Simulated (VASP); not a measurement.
# KTaO3 in VASP: further runs

The runs below take KTaO3 through single point, with PBE.

All numbers are computed with VASP 6.6.1; they aren't measurements. Logs are shortened: lines on timing, memory, paths and dates and some standing lists are left out, and cuts for length are marked.

**1. The cell of the first run**

Symmetry: Pmmm, No. 47, orthorhombic system. The conventional cell has a = 4.025 Å, b = 4.213 Å, c = 4.307 Å, α = 90.00°, β = 90.00°, γ = 90.00°. Within 3.8 Å of K (site symmetry mmm) lie 12 O at 2.91 to 3.01 Å and 8 Ta at 3.62 Å. Ta (site symmetry mmm) has 6 O at 2.01 to 2.15 Å within 2.7 Å. O (site symmetry mmm) has 2 Ta at 2.11 Å within 2.8 Å. Within 2.8 Å of O (site symmetry mmm) lie 2 Ta at 2.15 Å. Within 2.7 Å of O (site symmetry mmm) lie 2 Ta at 2.01 Å.

**2. Single point, PBE (normal strain along x +0.0467, normal strain along y +0.0700)**

The input, INCAR:

```
SYSTEM = KTaO3
PREC = Accurate
ENCUT = 520
EDIFF = 1E-6
ISMEAR = 0
SIGMA = 0.05
LREAL = .FALSE.
LASPH = .TRUE.
NELM = 60
ALGO = Normal
ISIF = 2
LWAVE = .FALSE.
LCHARG = .FALSE.
GGA = PE
NBANDS = 27
```

The input, KPOINTS:

```
regular mesh
0
G
  8 8 8
  0 0 0
```

The input, POSCAR:

```
KTaO3
1.0
    4.2128112205      0.0000000000      0.0000000000
    0.0000000000      4.3065902416      0.0000000000
    0.0000000000      0.0000000000      4.0248506931
K Ta O
1 1 3
Direct
    0.5000000000      0.5000000000      0.5000000000
    0.0000000000      0.0000000000      0.0000000000
    0.5000000000      0.0000000000      0.0000000000
    0.0000000000      0.5000000000      0.0000000000
    0.0000000000      0.0000000000      0.5000000000
```

Potentials or basis: VASP PAW PBE potentials, release 64 (K_sv, Ta_pv, O).

Started as:

```sh
cat potpaw_PBE.64/K_sv/POTCAR potpaw_PBE.64/Ta_pv/POTCAR potpaw_PBE.64/O/POTCAR > POTCAR
mpirun -np 1 vasp_std > vasp.out
```

OUTCAR:

```text
SYSTEM = KTaO3
   PREC = Accurate
   ENCUT = 520
   EDIFF = 1E-6
   ISMEAR = 0
   LREAL = .FALSE.
   LASPH = .TRUE.
   NELM = 60
   ISIF = 2
   GGA = PE

 ion  position               nearest neighbor table
   1  0.500  0.500  0.500-   2 3.62   2 3.62   2 3.62   2 3.62   2 3.62   2 3.62   2 3.62   2 3.62

   2  0.000  0.000  0.000-   5 2.01   5 2.01   3 2.11   3 2.11   4 2.15   4 2.15   1 3.62   1 3.62
                             1 3.62   1 3.62   1 3.62   1 3.62   1 3.62   1 3.62
   3  0.500  0.000  0.000-   2 2.11   2 2.11
   4  0.000  0.500  0.000-   2 2.15   2 2.15
   5  0.000  0.000  0.500-   2 2.01   2 2.01

  LATTYP: Found a simple orthorhombic cell.
 ALAT       =     4.0248506931
 B/A-ratio  =     1.0467000000
 C/A-ratio  =     1.0700000000

  Lattice vectors:

 A1 = (   0.0000000000,   0.0000000000,   4.0248506931)
 A2 = (   4.2128112205,   0.0000000000,   0.0000000000)
 A3 = (   0.0000000000,   4.3065902416,   0.0000000000)

Analysis of symmetry for initial positions (statically):
=====================================================================
 Subroutine PRICEL returns:
 Original cell was already a primitive cell.

 Routine SETGRP: Setting up the symmetry group for a
 simple orthorhombic supercell.

 Subroutine GETGRP returns: Found  8 space group operations
 (whereof  8 operations were pure point group operations)
 out of a pool of  8 trial point group operations.

The static configuration has the point symmetry D_2h.

Analysis of symmetry for dynamics (positions and initial velocities):
=====================================================================
 Subroutine PRICEL returns:
 Original cell was already a primitive cell.

 Routine SETGRP: Setting up the symmetry group for a
 simple orthorhombic supercell.

 Subroutine GETGRP returns: Found  8 space group operations
 (whereof  8 operations were pure point group operations)
 out of a pool of  8 trial point group operations.

The dynamic configuration has the point symmetry D_2h.

 Subroutine INISYM returns: Found  8 space group operations
 (whereof  8 operations are pure point group operations),
 and found     1 'primitive' translations

----------------------------------------------------------------------------------------

                                     Primitive cell

  volume of cell :      73.0223

[... 93 lines left out ...]
   NELM   =     60;   NELMIN=  2; NELMDL= -5     # of ELM steps
   EDIFF  = 0.1E-05   stopping-criterion for ELM
   LREAL  =      F    real-space projection
   EDIFFG = 0.1E-04   stopping-criterion for IOM
   NSW    =      0    number of steps for IOM
   IBRION =     -1    ionic relax: 0-MD 1-quasi-New 2-CG
   NFREE  =      0    steps in history (QN), initial steepest desc. (CG)
   ISIF   =      2    stress and relaxation
   ISYM   =      2    0-nonsym 1-usesym 2-fastsym
   POTIM  = 0.5000    time-step for ionic-motion
   TEBEG  =    0.0;   TEEND  =   0.0 temperature during run
   PSTRESS=    0.0 pullay stress
   NELECT =      38.0000    total number of electrons
   NUPDOWN=      -1.0000    fix difference up-down
   EMIN   =  10.00;   EMAX   =-10.00  energy-range for DOS
   EFERMI =   0.00;   METHOD = LEGACY
   ISMEAR =     0;   SIGMA  =   0.05  broadening in eV -4-tet -1-fermi 0-gaus
   EFERMI_NEDOS =   21; number of points for ismear=-14 and -15
   IALGO  =     38    algorithm
   IMIX   =      4    mixing-type and parameters
     AMIX     =   0.40;   BMIX     =  1.00
     AMIX_MAG =   1.60;   BMIX_MAG =  1.00
  volume/ion in A,a.u.               =      14.60        98.56
  Fermi-wavevector in a.u.,A,eV,Ry     =   1.316793  2.488378 23.591746  1.733944
  Thomas-Fermi vector in A             =   2.446880
   LORBIT       =      0    0 simple, 1 ext, 2 COOP (PROOUT), +10 PAW based schemes
   GGA     = PE    functional components
   LHFCALC =     F    Hartree Fock is set to
   AEXX    =    0.0000 exact exchange contribution
   IVDW    =     0    specifies the selected vdW correction
   LEPSILON=     F    determine dielectric tensor
   LRPA    =     F    only Hartree local field effects (RPA)
 non-spin polarized calculation
 Gauss-broadening in eV      SIGMA  =   0.05
  energy-cutoff  :      520.00
  volume of cell :       73.02
 maximum number of plane-waves:      1994
 NGX is ok and might be reduce to    32
   NGX = 15   NGY = 17   NGZ = 15

 number of electron      37.9999983 magnetization

 Free energy of the ion-electron system (eV)
  ---------------------------------------------------
  ext. energy  EPLUGINS =         0.00000000
  ---------------------------------------------------
  free energy    TOTEN  =       -40.52941323 eV

  energy without entropy =      -40.52941323  energy(sigma->0) =      -40.52941323

 E-fermi :   1.1584     XC(G=0): -10.1581

 val. band max:        0.9613015445   @ k =   0.5000   0.5000   0.5000
 cond. band min:       2.6993923275   @ k =   0.0000   0.0000   0.0000
 fundamental gap:      1.7380907830
 Fermi energy:         1.1584490400

 k-point     1 :       0.0000    0.0000    0.0000
  band No.  band energies     occupation
      1     -33.8849      2.00000
      2     -33.8496      2.00000
      3     -33.8473      2.00000
      4     -26.5650      2.00000
      5     -16.4305      2.00000
      6     -15.6015      2.00000
[... 709 lines left out ...]
     26      10.3992      0.00000
     27      11.0030      0.00000

 [... further k-points ...]

------------------------ aborting loop because EDIFF is reached ----------------------------------------

  FORCE on cell =-STRESS in cart. coord.  units (eV):
  Direction    XX          YY          ZZ          XY          YZ          ZX
  --------------------------------------------------------------------------------------
  -------------------------------------------------------------------------------------
  Total       -8.0951824     -9.7754052     -3.0084700      0.0000000      0.0000000     -0.0000000
  in kB     -177.6159225   -214.4815933    -66.0086634      0.0000000      0.0000000     -0.0000000
  external PRESSURE =    -152.7020598 kB  Pullay stress =       0.0000000 kB

 VOLUME and BASIS-vectors are now :
 -----------------------------------------------------------------------------
  energy-cutoff  :      520.00
  volume of cell :       73.02
      direct lattice vectors                 reciprocal lattice vectors
     4.212811220  0.000000000  0.000000000     0.237371187  0.000000000  0.000000000
     0.000000000  4.306590242  0.000000000     0.000000000  0.232202263  0.000000000
     0.000000000  0.000000000  4.024850693     0.000000000  0.000000000  0.248456421

 POSITION                                       TOTAL-FORCE (eV/Angst)
 -----------------------------------------------------------------------------------
      2.10641      2.15330      2.01243         0.000000      0.000000      0.000000
      0.00000      0.00000      0.00000         0.000000      0.000000      0.000000
      2.10641      0.00000      0.00000         0.000000      0.000000      0.000000
      0.00000      2.15330      0.00000         0.000000      0.000000      0.000000
      0.00000      0.00000      2.01243         0.000000      0.000000      0.000000
 -----------------------------------------------------------------------------------
    total drift:                                0.000000      0.000000     -0.000000

  FREE ENERGIE OF THE ION-ELECTRON SYSTEM (eV)
  ---------------------------------------------------
  free  energy   TOTEN  =       -40.5294132294 eV

  energy  without entropy=      -40.5294132294  energy(sigma->0) =      -40.52941323
```

Wall time 6.3 min (1 thread of AMD EPYC 7R13, shared host); peak memory 0.32 GiB.

What came out:

```
Free energy            : -40.5294 eV
Pressure               : -15.3 GPa
Band gap on the k mesh : 1.74 eV, indirect (least direct gap 2.33 eV)
```

Levels at points of the mesh, in eV from the valence-band top:
```
           k point  band 15  band 16  band 17  band 18  band 19  band 20  band 21  band 22  band 23  band 24
(0.00, 0.00, 0.00)    -1.06    -0.76    -0.68    -0.59    -0.59     1.74     1.79     1.81     4.69     5.14
(0.50, 0.00, 0.00)    -2.10    -2.07    -1.20    -0.97    -0.72     1.89     3.97     3.98     4.98     7.04
(0.00, 0.50, 0.00)    -1.87    -1.81    -1.32    -1.02    -0.84     1.89     3.76     3.76     5.34     7.02
(0.50, 0.50, 0.00)    -2.03    -1.99    -1.71    -1.71    -0.05     3.79     4.00     4.86     6.72     9.12
(0.00, 0.00, 0.50)    -2.22    -1.76    -1.15    -0.80    -0.73     1.88     4.48     4.48     4.83     6.31
(0.50, 0.00, 0.50)    -2.39    -1.78    -1.05    -1.03    -0.15     4.01     4.50     5.30     5.41     9.58
(0.00, 0.50, 0.50)    -2.08    -1.88    -1.27    -1.24    -0.12     3.80     4.50     5.27     5.73     9.26
(0.50, 0.50, 0.50)    -3.68    -3.17    -0.11    -0.06     0.00     4.94     5.33     5.47     8.26     8.44
```

Caveat: the cell differs from its parent crystal (normal strain along x +0.0467, normal strain along y +0.0700); spin-orbit coupling is left out, which moves the levels of the heavy elements.

**3. Single point, PBE (normal strain along x +0.0000, normal strain along y +0.0700)**

The input, INCAR:

```
SYSTEM = KTaO3
PREC = Accurate
ENCUT = 520
EDIFF = 1E-6
ISMEAR = 0
SIGMA = 0.05
LREAL = .False.
LASPH = .True.
NELM = 100
ALGO = Normal
ISIF = 2
LWAVE = .False.
LCHARG = .True.
GGA = PE
LELF = .True.
LVHAR = .True.
NBANDS = 27
```

The input, KPOINTS:

```
Automatic mesh
0
Gamma
  8 8 8
  0 0 0
```

POSCAR: that of step 2 with these lines changed.

```diff
@@ -2,3 +2,3 @@
 1.0
-    4.2128112205      0.0000000000      0.0000000000
+    4.0248506931      0.0000000000      0.0000000000
     0.0000000000      4.3065902416      0.0000000000
```

Potentials or basis: VASP PAW PBE potentials, release 64 (K_sv, Ta_pv, O).

Started as:

```sh
cat potpaw_PBE.64/K_sv/POTCAR potpaw_PBE.64/Ta_pv/POTCAR potpaw_PBE.64/O/POTCAR > POTCAR
mpirun -np 1 vasp_std > vasp.out
```

OUTCAR:

```text
SYSTEM = KTaO3
   PREC = Accurate
   ENCUT = 520
   EDIFF = 1E-6
   ISMEAR = 0
   LREAL = .False.
   LASPH = .True.
   NELM = 100
   ISIF = 2
   GGA = PE

 ion  position               nearest neighbor table
   1  0.500  0.500  0.500-   4 2.85   4 2.85   4 2.85   4 2.85   2 3.57   2 3.57   2 3.57   2 3.57
                             2 3.57   2 3.57   2 3.57   2 3.57
   2  0.000  0.000  0.000-   3 2.01   5 2.01   5 2.01   3 2.01   4 2.15   4 2.15   1 3.57   1 3.57
                             1 3.57   1 3.57   1 3.57   1 3.57   1 3.57   1 3.57
   3  0.500  0.000  0.000-   2 2.01   2 2.01
   4  0.000  0.500  0.000-   2 2.15   2 2.15   1 2.85   1 2.85   1 2.85   1 2.85
   5  0.000  0.000  0.500-   2 2.01   2 2.01

  LATTYP: Found a simple tetragonal cell.
 ALAT       =     4.0248506931
 C/A-ratio  =     1.0700000000

  Lattice vectors:

 A1 = (  -4.0248506931,   0.0000000000,   0.0000000000)
 A2 = (   0.0000000000,   0.0000000000,   4.0248506931)
 A3 = (   0.0000000000,   4.3065902416,   0.0000000000)

Analysis of symmetry for initial positions (statically):
=====================================================================
 Subroutine PRICEL returns:
 Original cell was already a primitive cell.

 Routine SETGRP: Setting up the symmetry group for a
 simple tetragonal supercell.

 Subroutine GETGRP returns: Found 16 space group operations
 (whereof 16 operations were pure point group operations)
 out of a pool of 16 trial point group operations.

The static configuration has the point symmetry D_4h.

Analysis of symmetry for dynamics (positions and initial velocities):
=====================================================================
 Subroutine PRICEL returns:
 Original cell was already a primitive cell.

 Routine SETGRP: Setting up the symmetry group for a
 simple tetragonal supercell.

 Subroutine GETGRP returns: Found 16 space group operations
 (whereof 16 operations were pure point group operations)
 out of a pool of 16 trial point group operations.
[... 128 lines left out ...]
  volume/ion in A,a.u.               =      13.95        94.16
  Fermi-wavevector in a.u.,A,eV,Ry     =   1.336980  2.526526 24.320635  1.787516
  Thomas-Fermi vector in A             =   2.465565
   LORBIT       =      0    0 simple, 1 ext, 2 COOP (PROOUT), +10 PAW based schemes
   GGA     = PE    functional components
   LHFCALC =     F    Hartree Fock is set to
   AEXX    =    0.0000 exact exchange contribution
   IVDW    =     0    specifies the selected vdW correction
   LEPSILON=     F    determine dielectric tensor
   LRPA    =     F    only Hartree local field effects (RPA)
 non-spin polarized calculation
 Gauss-broadening in eV      SIGMA  =   0.05
  energy-cutoff  :      520.00
  volume of cell :       69.76
 maximum number of plane-waves:      1920
 NGX is ok and might be reduce to    30
   NGX = 15   NGY = 17   NGZ = 15

 number of electron      37.9999980 magnetization

 Free energy of the ion-electron system (eV)
  ---------------------------------------------------
  ext. energy  EPLUGINS =         0.00000000
  ---------------------------------------------------
  free energy    TOTEN  =       -40.75981793 eV

  energy without entropy =      -40.75981793  energy(sigma->0) =      -40.75981793

 E-fermi :   1.4504     XC(G=0): -10.3851

 val. band max:        1.2350696803   @ k =   0.5000   0.5000   0.5000
 cond. band min:       3.1064798003   @ k =   0.0000   0.0000   0.0000
 fundamental gap:      1.8714101199
 Fermi energy:         1.4503763744

 k-point     1 :       0.0000    0.0000    0.0000
  band No.  band energies     occupation
      1     -33.3908      2.00000
      2     -33.3908      2.00000
      3     -33.3538      2.00000
      4     -26.2213      2.00000
      5     -16.2420      2.00000
      6     -15.6982      2.00000
[... 709 lines left out ...]
     26      11.5212      0.00000
     27      11.6223      0.00000

 [... further k-points ...]

------------------------ aborting loop because EDIFF is reached ----------------------------------------

  FORCE on cell =-STRESS in cart. coord.  units (eV):
  Direction    XX          YY          ZZ          XY          YZ          ZX
  --------------------------------------------------------------------------------------
  -------------------------------------------------------------------------------------
  Total       -1.7377243     -8.5942155     -1.7377243      0.0000000     -0.0000000      0.0000000
  in kB      -39.9078531   -197.3711720    -39.9078531      0.0000000     -0.0000000      0.0000000
  external PRESSURE =     -92.3956261 kB  Pullay stress =       0.0000000 kB

 VOLUME and BASIS-vectors are now :
 -----------------------------------------------------------------------------
  energy-cutoff  :      520.00
  volume of cell :       69.76
      direct lattice vectors                 reciprocal lattice vectors
     4.024850693  0.000000000  0.000000000     0.248456421  0.000000000  0.000000000
     0.000000000  4.306590242  0.000000000     0.000000000  0.232202263  0.000000000
     0.000000000  0.000000000  4.024850693     0.000000000  0.000000000  0.248456421

 POSITION                                       TOTAL-FORCE (eV/Angst)
 -----------------------------------------------------------------------------------
      2.01243      2.15330      2.01243         0.000000      0.000000      0.000000
      0.00000      0.00000      0.00000         0.000000      0.000000      0.000000
      2.01243      0.00000      0.00000         0.000000      0.000000      0.000000
      0.00000      2.15330      0.00000         0.000000      0.000000      0.000000
      0.00000      0.00000      2.01243         0.000000      0.000000      0.000000
 -----------------------------------------------------------------------------------
    total drift:                                0.000000     -0.000000      0.000000

  FREE ENERGIE OF THE ION-ELECTRON SYSTEM (eV)
  ---------------------------------------------------
  free  energy   TOTEN  =       -40.7598179309 eV

  energy  without entropy=      -40.7598179309  energy(sigma->0) =      -40.75981793
```

Run time: 72 s. Hardware: 1 thread of AMD EPYC 9R14 (Zen 4), shared host; peak memory 0.24 GiB.

Results:

```yaml
Free_energy: -40.7598 eV
Pressure: -9.2 GPa
Band_gap_on_the_k_mesh: 1.87 eV, indirect (least direct gap 2.39 eV)
```

Stress tensor (GPa, compression positive):
```
 -3.99   0.00   0.00
  0.00 -19.74   0.00
  0.00   0.00  -3.99
```

Caveat: the cell differs from its parent crystal (normal strain along x +0.0000, normal strain along y +0.0700); spin-orbit coupling is left out, which moves the levels of the heavy elements. A k mesh can miss the band edges.

**4. Single point, PBE (normal strain along x +0.0700, normal strain along y +0.0700)**

The input, INCAR:

```
SYSTEM = KTaO3
ALGO = Normal ; EDIFF = 1E-6
ENCUT = 520 ; GGA = PE
ISIF = 2 ; ISMEAR = 0
LASPH = .TRUE. ; LCHARG = .FALSE.
LREAL = .FALSE. ; LWAVE = .FALSE.
NBANDS = 27 ; NELM = 80
PREC = Accurate ; SIGMA = 0.05
```

The input, KPOINTS:

```
k-points
0
G
  8 8 8
  0 0 0
```

POSCAR: that of step 3 with these lines changed.

```diff
@@ -2,3 +2,3 @@
 1.0
-    4.0248506931      0.0000000000      0.0000000000
+    4.3065902416      0.0000000000      0.0000000000
     0.0000000000      4.3065902416      0.0000000000
```

Started as:

```sh
cat potpaw_PBE.64/K_sv/POTCAR potpaw_PBE.64/Ta_pv/POTCAR potpaw_PBE.64/O/POTCAR > POTCAR
mpirun -np 1 vasp_std > vasp.out
```

Run time: 81 s. Hardware: 1 thread of AMD EPYC 9R14 (Zen 4), shared host; peak memory 0.25 GiB.

Results (log left out):

```
Free energy            : -40.3275 eV
Pressure               : -17.3 GPa
Band gap on the k mesh : 1.67 eV, indirect (least direct gap 2.29 eV)
```

Stress tensor (GPa, compression positive):
```
-22.16   0.00   0.00
  0.00 -22.16   0.00
  0.00   0.00  -7.67
```

Levels at points of the mesh, in eV from the valence-band top:
```
           k point  band 17  band 18  band 19  band 20  band 21  band 22
(0.00, 0.00, 0.00)    -0.63    -0.63    -0.63     1.67     1.74     1.74
(0.50, 0.00, 0.00)    -1.22    -1.02    -0.75     1.82     3.69     3.70
(0.50, 0.50, 0.00)    -1.77    -1.77    -0.04     3.72     3.72     4.63
(0.00, 0.00, 0.50)    -1.10    -0.75    -0.75     1.81     4.41     4.41
(0.50, 0.00, 0.50)    -1.11    -1.09    -0.15     3.73     4.43     5.20
(0.50, 0.50, 0.50)    -0.10    -0.10     0.00     4.71     5.26     5.26
```

Caveat: the cell differs from its parent crystal (normal strain along x +0.0700, normal strain along y +0.0700); spin-orbit coupling is left out, which moves the levels of the heavy elements.

[end of part 1 of 2]
